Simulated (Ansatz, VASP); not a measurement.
Be: VASP beside Ansatz

Contents of INCAR:

```
  PREC = Accurate
  ENCUT = 520
  EDIFF = 1E-8
  ISMEAR = -1
  SIGMA = 0.05
  LREAL = F
  LASPH = T
  NELM = 120
  ALGO = Normal
  ISIF = 2
  LWAVE = F
  LCHARG = F
  GGA = PS
  LEFG = T
  NBANDS = 7
  GGA_COMPAT = F
```

File KPOINTS:

```
regular mesh
0
Gamma
  15 15 15
```

File POSCAR:

```
Be
1.0
    2.1729507032      0.0000000000      0.0000000000
    0.0000000000      2.1729507032      0.0000000000
    0.0000000000      0.0000000000      2.1729507032
Be
1
Direct
    0.0000000000      0.0000000000      0.0000000000
```

Input for Ansatz:

```yaml
crystal:
  lattice:
    - [2.1729507032, 0.0, 0.0]
    - [0.0, 2.1729507032, 0.0]
    - [0.0, 0.0, 2.1729507032]
  atoms:
    - { symbol: Be, position: [0.0, 0.0, 0.0] }
kpoints:
  mp_grid: { grid: [15, 15, 15] }
  band_path:
    path:
      - [0.0, 0.0, 0.0]
      - [0.0, 0.5, 0.0]
      - [0.5, 0.5, 0.0]
      - [0.0, 0.0, 0.0]
      - [0.5, 0.5, 0.5]
      - [0.0, 0.5, 0.0]
      - [0.5, 0.5, 0.5]
      - [0.5, 0.5, 0.0]
    npoints: 5
scf:
  occupations: { method: fermi_dirac, width: 0.05 }
hamiltonian:
  xc: pbesol
  pseudopotentials: { kind: paw }
output:
  forces: true
  stress: true
  eigenvalues: true
  efg: { contact_densities: true }
```

Alike in both runs: task electric field gradients; functional PBEsol; k mesh 15 × 15 × 15; occupations fermi-dirac, width 0.05 eV; no spin polarisation.

|  | VASP | Ansatz |
| --- | --- | --- |
| version | VASP 6.6.1 | Ansatz 0.2.0 |
| potentials or method | VASP PAW PBE potentials, release 64 (Be) | PAW with Ansatz's default frozen-core files, scalar-relativistic |
| plane-wave cutoff (eV) | 520 | 420 |
| valence electrons in the cell | 2 | 2 |

```tsv
	VASP	Ansatz	Ansatz less VASP
pressure (GPa)	-0.6	-0.8	-0.20
```

VASP's potentials were made for PBE, not for PBEsol. The functional is the same, so the differences come from potentials, cutoffs and numerics.
